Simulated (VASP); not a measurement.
# ZrC (Fm-3m) in VASP: notebook

The runs below take ZrC through single point, with PBE.

All numbers are computed with VASP 6.6.1; they aren't measurements. Logs are shortened: lines on timing, memory, paths and dates and some standing lists are left out, and cuts for length are marked.

## (1) The cell of the first run

The structure is cubic, space group Fm-3m (No. 225). Conventional cell: a = 4.716 Å, b = 4.716 Å, c = 4.716 Å, α = 90.00°, β = 90.00°, γ = 90.00°. Zr (site symmetry m-3m) has 6 C at 2.36 Å within 3.1 Å. C (site symmetry m-3m) has 6 Zr at 2.36 Å within 3.1 Å.

## (2) Single point, PBE

The input, INCAR:

```
SYSTEM = ZrC
ALGO = Normal ; EDIFF = 1E-6
ENCUT = 600 ; GGA = PE
GGA_COMPAT = .False. ; ISIF = 2
ISMEAR = 0 ; LASPH = .True.
LCHARG = .True. ; LELF = .True.
LREAL = .False. ; LVHAR = .True.
LWAVE = .False. ; NBANDS = 15
NELM = 120 ; PREC = Accurate
SIGMA = 0.05
```

The input, KPOINTS:

```
k-points
0
Gamma
  8 8 8
  0 0 0
```

The input, POSCAR:

```
ZrC
1.0
    0.0000000000      2.3580219528      2.3580219528
    2.3580219528      0.0000000000      2.3580219528
    2.3580219528      2.3580219528      0.0000000000
Zr C
1 1
Direct
    0.5000000000      0.5000000000      0.5000000000
    0.0000000000      0.0000000000      0.0000000000
```

Potentials or basis: VASP PAW PBE potentials, release 64 (Zr_sv, C).

The run is started by

```
> cat potpaw_PBE.64/Zr_sv/POTCAR potpaw_PBE.64/C/POTCAR > POTCAR
> mpirun -np 1 vasp_std > vasp.out
```

OUTCAR:

```text
SYSTEM = ZrC
   EDIFF = 1E-6
   ENCUT = 600
   GGA = PE
   ISIF = 2
   ISMEAR = 0
   LASPH = .True.
   LREAL = .False.
   NELM = 120
   PREC = Accurate

 ion  position               nearest neighbor table
   1  0.500  0.500  0.500-   2 2.36   2 2.36   2 2.36   2 2.36   2 2.36   2 2.36
   2  0.000  0.000  0.000-   1 2.36   1 2.36   1 2.36   1 2.36   1 2.36   1 2.36

  LATTYP: Found a face centered cubic cell.
 ALAT       =     4.7160439056

  Lattice vectors:

 A1 = (   0.0000000000,   2.3580219528,   2.3580219528)
 A2 = (   2.3580219528,   0.0000000000,   2.3580219528)
 A3 = (   2.3580219528,   2.3580219528,   0.0000000000)

Analysis of symmetry for initial positions (statically):
=====================================================================
 Subroutine PRICEL returns:
 Original cell was already a primitive cell.

 Routine SETGRP: Setting up the symmetry group for a
 face centered cubic supercell.

 Subroutine GETGRP returns: Found 48 space group operations
 (whereof 48 operations were pure point group operations)
 out of a pool of 48 trial point group operations.

The static configuration has the point symmetry O_h .

Analysis of symmetry for dynamics (positions and initial velocities):
=====================================================================
 Subroutine PRICEL returns:
 Original cell was already a primitive cell.

 Routine SETGRP: Setting up the symmetry group for a
 face centered cubic supercell.

 Subroutine GETGRP returns: Found 48 space group operations
 (whereof 48 operations were pure point group operations)
 out of a pool of 48 trial point group operations.

The dynamic configuration has the point symmetry O_h .

 Subroutine INISYM returns: Found 48 space group operations
 (whereof 48 operations are pure point group operations),
 and found     1 'primitive' translations

----------------------------------------------------------------------------------------

                                     Primitive cell

  volume of cell :      26.2225

  direct lattice vectors                    reciprocal lattice vectors
     0.000000000  2.358021953  2.358021953    -0.212042131  0.212042131  0.212042131
     2.358021953  0.000000000  2.358021953     0.212042131 -0.212042131  0.212042131
     2.358021953  2.358021953  0.000000000     0.212042131  0.212042131 -0.212042131

  length of vectors
     3.334746626  3.334746626  3.334746626     0.367267744  0.367267744  0.367267744

  position of ions in fractional coordinates (direct lattice)
     0.500000000  0.500000000  0.500000000
     0.000000000  0.000000000  0.000000000

  ion indices of the primitive-cell ions
   primitive index   ion index
                 1           1
                 2           2

----------------------------------------------------------------------------------------

 KPOINTS: k-points

Automatic generation of k-mesh.
 Grid dimensions read from file:
 generate k-points for:    8    8    8

 Generating k-lattice:

  Cartesian coordinates                     Fractional coordinates (reciprocal lattice)
    -0.026505266  0.026505266  0.026505266     0.125000000  0.000000000  0.000000000
     0.026505266 -0.026505266  0.026505266     0.000000000  0.125000000  0.000000000
     0.026505266  0.026505266 -0.026505266     0.000000000  0.000000000  0.125000000

  Length of vectors
     0.045908468  0.045908468  0.045908468

  Shift w.r.t. Gamma in fractional coordinates (k-lattice)
     0.000000000  0.000000000  0.000000000

 Subroutine IBZKPT returns following result:
 ===========================================

 Found     29 irreducible k-points:

 Following reciprocal coordinates:
            Coordinates               Weight
  0.000000  0.000000  0.000000      1.000000
  0.125000  0.000000  0.000000      8.000000
  0.250000  0.000000  0.000000      8.000000
  0.375000  0.000000  0.000000      8.000000
  0.500000  0.000000  0.000000      4.000000
  0.125000  0.125000  0.000000      6.000000
[... 16 lines left out ...]
  0.500000  0.250000  0.125000     48.000000
 -0.375000  0.250000  0.125000     24.000000
 [... further k-points ...]
   k-points           NKPTS =     29   k-points in BZ     NKDIM =     29   number of bands    NBANDS=     15
   number of dos      NEDOS =    301   number of ions     NIONS =      2
   total plane-waves  NPLWV =  21952
   dimension x,y,z NGX =    28 NGY =   28 NGZ =   28
   dimension x,y,z NGXF=    56 NGYF=   56 NGZF=   56
   ions per type =               1   1
   NGX,Y,Z   is equivalent  to a cutoff of  13.96, 13.96, 13.96 a.u.
   NGXF,Y,Z  is equivalent  to a cutoff of  27.92, 27.92, 27.92 a.u.
 SYSTEM =  ZrC
   PREC   = accura    normal or accurate (medium, high low for compatibility)
   ISTART =      0    job   : 0-new  1-cont  2-samecut
   ICHARG =      2    charge: 1-file 2-atom 10-const
   ISPIN  =      1    spin polarized calculation?
   LNONCOLLINEAR =      F non collinear calculations
   LSORBIT =      F    spin-orbit coupling
   LASPH  =      T    aspherical Exc in radial PAW
   ENCUT  =  600.0 eV  44.10 Ry    6.64 a.u.   6.66  6.66  6.66*2*pi/ulx,y,z
   NELM   =    120;   NELMIN=  2; NELMDL= -5     # of ELM steps
   EDIFF  = 0.1E-05   stopping-criterion for ELM
   LREAL  =      F    real-space projection
   EDIFFG = 0.1E-04   stopping-criterion for IOM
   NSW    =      0    number of steps for IOM
   IBRION =     -1    ionic relax: 0-MD 1-quasi-New 2-CG
   NFREE  =      0    steps in history (QN), initial steepest desc. (CG)
   ISIF   =      2    stress and relaxation
   ISYM   =      2    0-nonsym 1-usesym 2-fastsym
   POTIM  = 0.5000    time-step for ionic-motion
   TEBEG  =    0.0;   TEEND  =   0.0 temperature during run
   PSTRESS=    0.0 pullay stress
   NELECT =      16.0000    total number of electrons
   NUPDOWN=      -1.0000    fix difference up-down
   EMIN   =  10.00;   EMAX   =-10.00  energy-range for DOS
   EFERMI =   0.00;   METHOD = LEGACY
   ISMEAR =     0;   SIGMA  =   0.05  broadening in eV -4-tet -1-fermi 0-gaus
   EFERMI_NEDOS =   21; number of points for ismear=-14 and -15
   IALGO  =     38    algorithm
   IMIX   =      4    mixing-type and parameters
     AMIX     =   0.40;   BMIX     =  1.00
     AMIX_MAG =   1.60;   BMIX_MAG =  1.00
  volume/ion in A,a.u.               =      13.11        88.48
  Fermi-wavevector in a.u.,A,eV,Ry     =   1.388535  2.623952 26.232451  1.928031
  Thomas-Fermi vector in A             =   2.512652
   LORBIT       =      0    0 simple, 1 ext, 2 COOP (PROOUT), +10 PAW based schemes
   GGA     = PE    functional components
   LHFCALC =     F    Hartree Fock is set to
   AEXX    =    0.0000 exact exchange contribution
   IVDW    =     0    specifies the selected vdW correction
   LEPSILON=     F    determine dielectric tensor
   LRPA    =     F    only Hartree local field effects (RPA)
 non-spin polarized calculation
 Gauss-broadening in eV      SIGMA  =   0.05
  energy-cutoff  :      600.00
  volume of cell :       26.22
 maximum number of plane-waves:       893
   NGX = 13   NGY = 13   NGZ = 13

 number of electron      16.0000000 magnetization

 Free energy of the ion-electron system (eV)
  ---------------------------------------------------
  ext. energy  EPLUGINS =         0.00000000
  ---------------------------------------------------
  free energy    TOTEN  =       -19.46003871 eV

  energy without entropy =      -19.45936471  energy(sigma->0) =      -19.45970171

 E-fermi :   9.4468     XC(G=0): -12.0839

 val. band max:        9.4467931812   @ k =   0.1250   0.1250   0.0000
 cond. band min:       9.5489261184   @ k =   0.5000   0.5000   0.0000
 fundamental gap:      0.1021329373
 Fermi energy:         9.4468335465

 k-point     1 :       0.0000    0.0000    0.0000
  band No.  band energies     occupation
      1     -38.6460      2.00000
      2     -16.3632      2.00000
      3     -16.3632      2.00000
      4     -16.3632      2.00000
      5      -1.7719      2.00000
      6      10.4324      0.00000
      7      10.4324      0.00000
      8      10.4324      0.00000
      9      10.5887      0.00000
     10      10.5887      0.00000
     11      10.5887      0.00000
     12      12.2818      0.00000
     13      12.2818      0.00000
     14      16.6938      0.00000
     15      19.9440      0.00000

 k-point     2 :       0.1250    0.0000    0.0000
  band No.  band energies     occupation
      1     -38.6320      2.00000
      2     -16.4918      2.00000
      3     -16.3745      2.00000
      4     -16.3745      2.00000
      5      -1.4302      2.00000
      6       8.7491      2.00000
      7       9.1209      2.00000
      8       9.1209      2.00000
      9      11.0846      0.00000
     10      11.0846      0.00000
     11      11.5413      0.00000
     12      13.8158      0.00000
     13      13.8158      0.00000
     14      17.3962      0.00000
     15      20.8498      0.00000

 k-point     3 :       0.2500    0.0000    0.0000
  band No.  band energies     occupation
      1     -38.5979      2.00000
      2     -16.7897      2.00000
      3     -16.4018      2.00000
      4     -16.4018      2.00000
      5      -0.5327      2.00000
      6       6.7777      2.00000
      7       7.7607      2.00000
      8       7.7607      2.00000
      9      12.0399      0.00000
     10      12.0399      0.00000
     11      12.2614      0.00000
     12      16.2046      0.00000
     13      16.2046      0.00000
     14      18.4606      0.00000
     15      22.5238      0.00000
[... 343 lines left out ...]
 k-point    23 :       0.5000    0.2500    0.1250
  band No.  band energies     occupation
      1     -38.5447      2.00000
      2     -16.9946      2.00000
      3     -16.6317      2.00000
      4     -16.4865      2.00000
      5       0.3719      2.00000
      6       5.4997      2.00000
      7       7.0804      2.00000
      8       7.3870      2.00000
      9      11.7756      0.00000
     10      14.0665      0.00000
     11      14.5079      0.00000
     12      16.0790      0.00000
     13      18.1684      0.00000
     14      20.1004      0.00000
     15      23.0783      0.00000

 k-point    24 :      -0.3750    0.2500    0.1250
  band No.  band energies     occupation
      1     -38.5331      2.00000
      2     -17.0590      2.00000
      3     -16.6520      2.00000
      4     -16.5111      2.00000
      5       0.6076      2.00000
      6       5.2692      2.00000
      7       6.9924      2.00000
      8       7.1219      2.00000
      9      12.8469      0.00000
     10      13.2675      0.00000
     11      14.6994      0.00000
     12      17.4218      0.00000
     13      18.1725      0.00000
     14      19.6734      0.00000
     15      23.0428      0.00000

 [... further k-points ...]
[... 5 lines left out ...]
  --------------------------------------------------------------------------------------
  -------------------------------------------------------------------------------------
  Total       -0.1427148     -0.1427148     -0.1427148      0.0000000      0.0000000      0.0000000
  in kB       -8.7197889     -8.7197889     -8.7197889      0.0000000      0.0000000      0.0000000
  external PRESSURE =      -8.7197889 kB  Pullay stress =       0.0000000 kB

 VOLUME and BASIS-vectors are now :
 -----------------------------------------------------------------------------
  energy-cutoff  :      600.00
  volume of cell :       26.22
      direct lattice vectors                 reciprocal lattice vectors
     0.000000000  2.358021953  2.358021953    -0.212042131  0.212042131  0.212042131
     2.358021953  0.000000000  2.358021953     0.212042131 -0.212042131  0.212042131
     2.358021953  2.358021953  0.000000000     0.212042131  0.212042131 -0.212042131

 POSITION                                       TOTAL-FORCE (eV/Angst)
 -----------------------------------------------------------------------------------
      2.35802      2.35802      2.35802        -0.000000      0.000000     -0.000000
      0.00000      0.00000      0.00000         0.000000     -0.000000      0.000000
 -----------------------------------------------------------------------------------
    total drift:                                0.000000      0.000000      0.000000

  FREE ENERGIE OF THE ION-ELECTRON SYSTEM (eV)
  ---------------------------------------------------
  free  energy   TOTEN  =       -19.4600387059 eV

  energy  without entropy=      -19.4593647076  energy(sigma->0) =      -19.45970171
```

It took 9 s on 1 thread of Intel Xeon 6975P-C (Granite Rapids), shared host; peak memory 0.16 GiB.

Results:

```yaml
Free_energy: -19.4600 eV
Pressure: -0.9 GPa
Band_gap_on_the_k_mesh: zero (bands 8 and 9 overlap by 1.30 eV)
```

## (3) Single point, PBE (13.02 Å³/atom)

This run uses another cell than the first one, of 13.02 Å³/atom.

The input, INCAR:

```
SYSTEM = ZrC
ALGO     = Normal         ! electronic algorithm
EDIFF    = 1E-6           ! SCF threshold, eV
ENCUT    = 600            ! plane-wave cutoff, eV
GGA      = PE             ! functional
GGA_COMPAT= .FALSE.      
ISIF     = 2              ! what is computed and relaxed
ISMEAR   = 0              ! smearing method
LASPH    = .TRUE.         ! aspherical terms in the spheres
LCHARG   = .TRUE.         ! write CHGCAR
LELF     = .TRUE.         ! ELF
LREAL    = .FALSE.        ! projectors in reciprocal space
LVHAR    = .TRUE.       
LWAVE    = .FALSE.        ! write WAVECAR
NBANDS   = 15             ! bands
NELM     = 120            ! most SCF steps
PREC     = Accurate       ! precision mode
SIGMA    = 0.05           ! smearing width, eV
```

The input, KPOINTS:

```
k-points
0
G
  8 8 8
  0 0 0
```

The input, POSCAR:

```
ZrC
1.0
    0.0000000000      2.3525582226      2.3525582226
    2.3525582226      0.0000000000      2.3525582226
    2.3525582226      2.3525582226      0.0000000000
Zr C
1 1
Direct
    0.5000000000      0.5000000000      0.5000000000
    0.0000000000      0.0000000000      0.0000000000
```

Potentials or basis: VASP PAW PBE potentials, release 64 (Zr_sv, C).

The run is started by

```
> cat potpaw_PBE.64/Zr_sv/POTCAR potpaw_PBE.64/C/POTCAR > POTCAR
> mpirun -np 1 vasp_std > vasp.out
```

It took 7.9 s on 1 thread of Intel Xeon 6975P-C (Granite Rapids), shared host; peak memory 0.16 GiB.

It converged, with:

```yaml
Free_energy: -19.4600 eV
Pressure: 0.7 GPa
Band_gap_on_the_k_mesh: zero (bands 8 and 9 overlap by 1.31 eV)
```

Levels at points of the mesh, in eV from the Fermi level:
```tsv
k point	band 5	band 6	band 7	band 8	band 9	band 10	band 11	band 12
(0.00, 0.00, 0.00)	-11.24	0.99	0.99	0.99	1.15	1.15	1.15	2.86
(0.50, 0.00, 0.00)	-8.18	-5.23	-2.87	-2.87	4.54	4.54	5.37	6.57
(0.50, 0.50, 0.00)	-10.08	-2.01	-1.70	0.11	0.11	4.49	5.70	5.70
```
